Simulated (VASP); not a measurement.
# Al18O in VASP: further runs, part 2 of 2

VASP 6.6.1. Earlier steps stand in the parts before.

### Step 3. Single point, PBE

Contents of INCAR:

```
SYSTEM = Al18O
ALGO     = Normal         ! electronic algorithm
EDIFF    = 1E-6           ! SCF threshold, eV
ENCUT    = 520            ! plane-wave cutoff, eV
GGA      = PE             ! functional
ISIF     = 2              ! what is computed and relaxed
ISMEAR   = 0              ! smearing method
LASPH    = .TRUE.         ! aspherical terms in the spheres
LCHARG   = .TRUE.         ! write CHGCAR
LELF     = .TRUE.         ! ELF
LREAL    = Auto         
LVHAR    = .TRUE.       
LWAVE    = .FALSE.        ! write WAVECAR
NBANDS   = 45             ! bands
NELM     = 80             ! most SCF steps
PREC     = Accurate       ! precision mode
SIGMA    = 0.05           ! smearing width, eV
```

Contents of KPOINTS:

```
k-points
0
G
  2 4 1
  0 0 0
```

Contents of POSCAR:

```
Al18O
1.0
   12.1500000000      0.0000000000      0.0000000000
    0.0000000000      5.7275650000      0.0000000000
    0.0000000000      0.0000000000     14.8637820000
Al O
18 1
Direct
    0.0000000000      0.0000000000      0.0672776283
    0.3333333333      0.0000000000      0.0672776283
    0.6666666667      0.0000000000      0.0672776283
    0.0000000000      0.5000000873      0.0672776283
    0.3333333333      0.5000000873      0.0672776283
    0.6666666667      0.5000000873      0.0672776283
    0.1655019753      0.2499852904      0.1560836939
    0.4991161317      0.2508587855      0.1587914839
    0.8326211523      0.2501576150      0.1609214936
    0.1660739095      0.7501128315      0.1585136946
    0.4963351440      0.7506277100      0.1819662048
    0.8350652675      0.7504662103      0.1685797060
    0.0036901235      0.0014854480      0.2600668524
    0.3271919342      0.0259014084      0.2577985872
    0.6696993416      0.0038161068      0.2613093357
    0.0035767078      0.4993076464      0.2600598556
    0.3267297942      0.4765637754      0.2577097807
    0.6699432922      0.4976350334      0.2612508714
    0.3970287243      0.7509325516      0.2845285944
```

Potentials or basis: VASP PAW PBE potentials, release 64 (Al, O).

The run is started by

```console
> cat potpaw_PBE.64/Al/POTCAR potpaw_PBE.64/O/POTCAR > POTCAR
> mpirun -np 1 vasp_std > vasp.out
```

OUTCAR:

```text
SYSTEM = Al18O
   EDIFF = 1E-6
   ENCUT = 520
   GGA = PE
   ISIF = 2
   ISMEAR = 0
   LASPH = .TRUE.
   LREAL = Auto
   NELM = 80
   PREC = Accurate

 ion  position               nearest neighbor table
   1  0.000  0.000  0.067-   7 2.80  10 2.82   9 2.85   4 2.86   4 2.86  13 2.87  12 2.89
   2  0.333  0.000  0.067-   7 2.82   8 2.82  10 2.83  14 2.84   5 2.86   5 2.86  11 2.98
   3  0.667  0.000  0.067-   9 2.84   8 2.84   6 2.86   6 2.86  15 2.88  12 2.91  11 3.04
   4  0.000  0.500  0.067-   7 2.80  10 2.82   9 2.85   1 2.86   1 2.86  16 2.87  12 2.89
   5  0.333  0.500  0.067-   8 2.82   7 2.82  10 2.83  17 2.83   2 2.86   2 2.86  11 2.98
   6  0.667  0.500  0.067-   8 2.83   9 2.84   3 2.86   3 2.86  18 2.88  12 2.92  11 3.04
   7  0.166  0.250  0.156-  14 2.79  17 2.79   1 2.80   4 2.80   2 2.82   5 2.82  10 2.86  10 2.86
                            13 2.88  16 2.88
   8  0.499  0.251  0.159-   5 2.82   2 2.82   6 2.83   3 2.84  14 2.86  17 2.87  11 2.88  11 2.89
                            15 2.94  18 2.94
   9  0.833  0.250  0.161-   6 2.84   3 2.84   4 2.85   1 2.85  15 2.85  18 2.85  12 2.86  12 2.87
                            13 2.92  16 2.92
  10  0.166  0.750  0.159-   1 2.82   4 2.82   2 2.83   5 2.83   7 2.86   7 2.86  16 2.87  13 2.87
                            17 2.90  14 2.92
  11  0.496  0.751  0.182-  19 1.94  15 2.82  18 2.82  17 2.82  14 2.82   8 2.88   8 2.89   2 2.98
                             5 2.98   3 3.04   6 3.04
  12  0.835  0.750  0.169-  18 2.83  15 2.84  16 2.85  13 2.85   9 2.86   9 2.87   1 2.89   4 2.89
[... 4 lines left out ...]
  15  0.670  0.004  0.261-  11 2.82  18 2.83  12 2.84   9 2.85   3 2.88  18 2.90   8 2.94
  16  0.004  0.499  0.260-  12 2.85  13 2.85   4 2.87  10 2.87  13 2.88   7 2.88   9 2.92
  17  0.327  0.477  0.258-  19 1.83  14 2.58   7 2.79  11 2.82   5 2.83   8 2.87  10 2.90  14 3.15

  18  0.670  0.498  0.261-  11 2.82  15 2.83  12 2.83   9 2.85   6 2.88  15 2.90   8 2.94
  19  0.397  0.751  0.285-  17 1.83  14 1.83  11 1.94

  LATTYP: Found a simple orthorhombic cell.
 ALAT       =     5.7275650000
 B/A-ratio  =     2.1213203167
 C/A-ratio  =     2.5951310897

  Lattice vectors:

 A1 = (   0.0000000000,  -5.7275650000,   0.0000000000)
 A2 = (  12.1500000000,   0.0000000000,   0.0000000000)
 A3 = (   0.0000000000,   0.0000000000,  14.8637820000)

Analysis of symmetry for initial positions (statically):
=====================================================================
 Subroutine PRICEL returns:
 Original cell was already a primitive cell.

 Routine SETGRP: Setting up the symmetry group for a
 simple orthorhombic supercell.

 Subroutine GETGRP returns: Found  1 space group operations
 (whereof  1 operations were pure point group operations)
 out of a pool of  8 trial point group operations.

The static configuration has the point symmetry C_1 .

Analysis of symmetry for dynamics (positions and initial velocities):
=====================================================================
 Subroutine PRICEL returns:
 Original cell was already a primitive cell.

 Routine SETGRP: Setting up the symmetry group for a
 simple orthorhombic supercell.

 Subroutine GETGRP returns: Found  1 space group operations
 (whereof  1 operations were pure point group operations)
 out of a pool of  8 trial point group operations.

The dynamic configuration has the point symmetry C_1 .

[... 91 lines left out ...]
  0.000000  0.250000  0.000000      2.000000
  0.500000  0.250000  0.000000      2.000000
  0.000000  0.500000  0.000000      1.000000
  0.500000  0.500000  0.000000      1.000000
   k-points           NKPTS =      6   k-points in BZ     NKDIM =      6   number of bands    NBANDS=     45
   number of dos      NEDOS =    301   number of ions     NIONS =     19
   total plane-waves  NPLWV = 483840
   dimension x,y,z NGX =    90 NGY =   48 NGZ =  112
   dimension x,y,z NGXF=   180 NGYF=   96 NGZF=  224
   ions per type =              18   1
   NGX,Y,Z   is equivalent  to a cutoff of  12.31, 13.93, 12.53 a.u.
   NGXF,Y,Z  is equivalent  to a cutoff of  24.63, 27.86, 25.05 a.u.
 SYSTEM =  Al18O
   PREC   = accura    normal or accurate (medium, high low for compatibility)
   ISTART =      0    job   : 0-new  1-cont  2-samecut
   ICHARG =      2    charge: 1-file 2-atom 10-const
   ISPIN  =      1    spin polarized calculation?
   LNONCOLLINEAR =      F non collinear calculations
   LSORBIT =      F    spin-orbit coupling
   LASPH  =      T    aspherical Exc in radial PAW
   ENCUT  =  520.0 eV  38.22 Ry    6.18 a.u.  22.59 10.65 27.64*2*pi/ulx,y,z
   NELM   =     80;   NELMIN=  2; NELMDL= -5     # of ELM steps
   EDIFF  = 0.1E-05   stopping-criterion for ELM
   LREAL  =      T    real-space projection
   EDIFFG = 0.1E-04   stopping-criterion for IOM
   NSW    =      0    number of steps for IOM
   IBRION =     -1    ionic relax: 0-MD 1-quasi-New 2-CG
   NFREE  =      0    steps in history (QN), initial steepest desc. (CG)
   ISIF   =      2    stress and relaxation
   ISYM   =      2    0-nonsym 1-usesym 2-fastsym
   POTIM  = 0.5000    time-step for ionic-motion
   TEBEG  =    0.0;   TEEND  =   0.0 temperature during run
   PSTRESS=    0.0 pullay stress
   NELECT =      60.0000    total number of electrons
   NUPDOWN=      -1.0000    fix difference up-down
   EMIN   =  10.00;   EMAX   =-10.00  energy-range for DOS
   EFERMI =   0.00;   METHOD = LEGACY
   ISMEAR =     0;   SIGMA  =   0.05  broadening in eV -4-tet -1-fermi 0-gaus
   EFERMI_NEDOS =   21; number of points for ismear=-14 and -15
   IALGO  =     38    algorithm
   IMIX   =      4    mixing-type and parameters
     AMIX     =   0.40;   BMIX     =  1.00
     AMIX_MAG =   1.60;   BMIX_MAG =  1.00
  volume/ion in A,a.u.               =      54.44       367.38
  Fermi-wavevector in a.u.,A,eV,Ry     =   0.633724  1.197564  5.464180  0.401606
  Thomas-Fermi vector in A             =   1.697477
   LORBIT       =      0    0 simple, 1 ext, 2 COOP (PROOUT), +10 PAW based schemes
   GGA     = PE    functional components
   LHFCALC =     F    Hartree Fock is set to
   AEXX    =    0.0000 exact exchange contribution
   IVDW    =     0    specifies the selected vdW correction
   LEPSILON=     F    determine dielectric tensor
   LRPA    =     F    only Hartree local field effects (RPA)
 non-spin polarized calculation
 Gauss-broadening in eV      SIGMA  =   0.05
  energy-cutoff  :      520.00
  volume of cell :     1034.37
 maximum number of plane-waves:     27867
   NGX = 45   NGY = 21   NGZ = 55

 number of electron      60.0000004 magnetization

 Free energy of the ion-electron system (eV)
  ---------------------------------------------------
  ext. energy  EPLUGINS =         0.00000000
  ---------------------------------------------------
  free energy    TOTEN  =       -68.10688606 eV

  energy without entropy =      -68.09836003  energy(sigma->0) =      -68.10262305

 E-fermi :  -0.5719     XC(G=0):  -4.3604

 val. band max:       -0.5759915373   @ k =   0.5000   0.2500   0.0000
 cond. band min:      -0.2895471296   @ k =   0.0000   0.0000   0.0000
 fundamental gap:      0.2864444078
 Fermi energy:        -0.5719316878

 k-point     1 :       0.0000    0.0000    0.0000
  band No.  band energies     occupation
      1     -20.5794      2.00000
      2     -10.0422      2.00000
      3      -9.1839      2.00000
      4      -9.0153      2.00000
      5      -7.7578      2.00000
      6      -7.1566      2.00000
[... 259 lines left out ...]
     41       1.9295      0.00000
     42       1.9585      0.00000
 [bands above 42 left out]

------------------------ aborting loop because EDIFF is reached ----------------------------------------

  FORCE on cell =-STRESS in cart. coord.  units (eV):
  Direction    XX          YY          ZZ          XY          YZ          ZX
  --------------------------------------------------------------------------------------
  -------------------------------------------------------------------------------------
  Total       -6.4232592    -24.1738487     -0.0725877      0.0174949     -0.0234772      0.0091018
  in kB       -9.9492512    -37.4438718     -0.1124342      0.0270985     -0.0363648      0.0140981
  external PRESSURE =     -15.8351857 kB  Pullay stress =       0.0000000 kB

 VOLUME and BASIS-vectors are now :
 -----------------------------------------------------------------------------
  energy-cutoff  :      520.00
  volume of cell :     1034.37
      direct lattice vectors                 reciprocal lattice vectors
    12.150000000  0.000000000  0.000000000     0.082304527  0.000000000  0.000000000
     0.000000000  5.727565000  0.000000000     0.000000000  0.174594265  0.000000000
     0.000000000  0.000000000 14.863782000     0.000000000  0.000000000  0.067277628

 POSITION                                       TOTAL-FORCE (eV/Angst)
 -----------------------------------------------------------------------------------
      0.00000      0.00000      1.00000        -0.038990     -0.084216     -0.068974
      4.05000      0.00000      1.00000         0.115180      0.160730      0.058753
      8.10000      0.00000      1.00000        -0.083759      0.010817      0.020647
      0.00000      2.86378      1.00000        -0.038465      0.086049     -0.067640
      4.05000      2.86378      1.00000         0.111593     -0.153600      0.054186
      8.10000      2.86378      1.00000        -0.079763     -0.008869      0.017660
[... 11 lines left out ...]
      8.13981      2.85024      3.88318        -0.003136      0.028445     -0.000084
      4.82390      4.30101      4.22917         0.006634      0.000298      0.000275
 -----------------------------------------------------------------------------------
    total drift:                                0.001698     -0.004285      0.001146

  FREE ENERGIE OF THE ION-ELECTRON SYSTEM (eV)
  ---------------------------------------------------
  free  energy   TOTEN  =       -68.1068860630 eV

  energy  without entropy=      -68.0983600338  energy(sigma->0) =      -68.10262305
```

Run time: 18 min. Hardware: 1 thread of Intel Xeon 8259CL, shared host; peak memory 0.95 GiB.

Results:

```
Free energy            : -68.1069 eV
Largest force          : 0.206 eV/Å
Band gap on the k mesh : zero (bands 30 and 31 overlap by 1.05 eV)
```

Forces on the atoms (eV/Å):
```
Al  -0.039 -0.084 -0.069
Al   0.115  0.161  0.059
Al  -0.084  0.011  0.021
Al  -0.038  0.086 -0.068
Al   0.112 -0.154  0.054
Al  -0.080 -0.009  0.018
Al  -0.006  0.001 -0.005
Al   0.006 -0.005 -0.008
Al   0.012  0.004 -0.009
Al  -0.009  0.001  0.001
Al   0.009  0.002  0.004
Al   0.013 -0.002  0.003
Al  -0.001 -0.025 -0.003
Al  -0.012 -0.006  0.000
Al   0.003 -0.032 -0.002
Al   0.000  0.026 -0.003
Al  -0.006 -0.003  0.006
Al  -0.003  0.028  0.000
O    0.007  0.000  0.000
```

Levels at points of the mesh, in eV from the Fermi level:
```csv
k point,band 28,band 29,band 30,band 31,band 32,band 33
"(0.00, 0.00, 0.00)",-1.16,-0.99,-0.87,-0.53,-0.44,0.28
"(0.50, 0.00, 0.00)",-0.84,-0.66,-0.13,0.34,0.41,0.49
"(0.00, 0.50, 0.00)",-0.42,-0.34,-0.32,0.35,0.38,0.49
"(0.50, 0.50, 0.00)",-0.30,-0.05,0.52,0.55,0.63,0.82
```

Caveat: there is no dipole correction, which matters where the two faces differ.

The gap in the log of VASP goes by the Fermi energy; the results here count the filled bands.